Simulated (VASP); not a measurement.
Input of a VASP 6.6.1 run:

INCAR

```
ALGO = Fast ; EDIFF = 1E-6
ENCUT = 520 ; ISIF = 2
ISMEAR = 0 ; LASPH = T
LCHARG = F ; LREAL = F
LWAVE = F ; NBANDS = 12
NELM = 80 ; PREC = Accurate
SIGMA = 0.05
```

Contents of KPOINTS:

```
k-points
0
Gamma
  22 22 22
```

Contents of POSCAR:

```
Au
1.0
    0.0000000000      2.0591894318      2.0591894318
    2.0591894318      0.0000000000      2.0591894318
    2.0591894318      2.0591894318      0.0000000000
Au
1
Direct
    0.0000000000      0.0000000000      0.0000000000
```

Potentials or basis: VASP PAW LDA potentials, release 64 (Au).

The run is started by

```sh
$ cat potpaw_LDA.64/Au/POTCAR > POTCAR
$ mpirun -np 1 vasp_std > vasp.out
```

Task: Estimate the pressure.

Result: -8.2 GPa.
